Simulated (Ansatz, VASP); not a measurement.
# Nb: VASP beside Ansatz

File INCAR:

```
SYSTEM = Nb
ALGO = Normal ; EDIFF = 1E-6
ENCUT = 520 ; GGA = PS
ISIF = 2 ; ISMEAR = -1
LASPH = .TRUE. ; LCHARG = .FALSE.
LREAL = .FALSE. ; LWAVE = .FALSE.
NBANDS = 12 ; NELM = 80
PREC = Accurate ; SIGMA = 0.05
```

File KPOINTS:

```
k-points
0
G
  16 16 16
  0 0 0
```

The input POSCAR:

```
Nb
1.0
    0.0000000000      2.0855605234      2.0855605234
    2.0855605234      0.0000000000      2.0855605234
    2.0855605234      2.0855605234      0.0000000000
Nb
1
Direct
    0.0000000000      0.0000000000      0.0000000000
```

Input for Ansatz:

```yaml
crystal:
  lattice:
    - [0.0, 2.0855605234, 2.0855605234]
    - [2.0855605234, 0.0, 2.0855605234]
    - [2.0855605234, 2.0855605234, 0.0]
  atoms:
    - { symbol: Nb, position: [0.0, 0.0, 0.0] }
kpoints:
  mp_grid: { grid: [16, 16, 16] }
  band_path:
    path:
      - [0.0, 0.0, 0.0]
      - [0.5, 0.0, 0.5]
      - [0.625, 0.25, 0.625]
      - [0.375, 0.375, 0.75]
      - [0.0, 0.0, 0.0]
      - [0.5, 0.5, 0.5]
      - [0.5, 0.25, 0.75]
      - [0.5, 0.0, 0.5]
    npoints: 8
scf:
  occupations: { method: fermi_dirac, width: 0.05 }
hamiltonian:
  xc: pbesol
  pseudopotentials: { kind: paw }
output:
  forces: true
  stress: true
  eigenvalues: true
  populations: true
  dos: { projected: true, de: 0.2, e_range: [-14, 8] }
  write_density: true
  write_potential: true
  elf: true
  volumetric_format: npy
```

Change from the starting cell: volume scaled by 1, PAW files.

Alike in both runs: task single point; functional PBEsol; k mesh 16 × 16 × 16; occupations fermi-dirac, width 0.05 eV; no spin polarisation.

```csv
,VASP,Ansatz
version,VASP 6.6.1,Ansatz 0.2.0
potentials or method,"VASP PAW PBE potentials, release 64 (Nb_sv)","PAW with Ansatz's default frozen-core files, scalar-relativistic"
plane-wave cutoff (eV),520,420
valence electrons in the cell,13,13
```

```csv
,VASP,Ansatz,Ansatz less VASP
pressure (GPa),-0.3,0.0,+0.32
```

VASP's potentials were made for PBE, not for PBEsol.
